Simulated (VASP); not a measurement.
Sc: single point with PBEsol

Crystal: Sc.

```
CELL_PARAMETERS angstrom
3.30900 0.00000 0.00000
-1.65450 2.86568 0.00000
0.00000 0.00000 5.27330
ATOMIC_POSITIONS crystal
Sc 0.66667 0.33333 0.75000
Sc 0.33333 0.66667 0.25000
```

- Program: VASP 6.6.1
- Task: single point
- Functional: PBEsol
- Potentials or basis: VASP PAW PBE potentials, release 64 (Sc_sv)
- Cutoff: 520 eV
- k mesh: 9 × 9 × 5
- Occupations: fermi-dirac, width 0.05 eV
- Spin: no spin polarisation
- Dipole correction: no
- Further INCAR settings: ALGO = Normal; EDIFF = 1e-06; NBANDS = 18

- Pressure: -2.8 GPa
- Band gap on the k mesh: zero (band 11 reaches 4.16 eV, above the bottom of band 12 at 3.05 eV)

Stress tensor (GPa, compression positive):
```
-2.30  0.00  0.00
 0.00 -2.30  0.00
 0.00  0.00 -3.86
```

Levels at points of the mesh, in eV from the Fermi level:
```
           k point  band 8  band 9  band 10  band 11  band 12  band 13  band 14  band 15
(0.00, 0.00, 0.00)  -27.74   -5.11    -1.67     0.43     1.59     1.59     1.70     1.99
```

Run time: 85 s on 1 thread of AMD EPYC 7R13, with other jobs on the host, peak memory 0.16 GiB.

Caveat: the PAW data sets were made with another functional, which shifts forces and pressure a little.
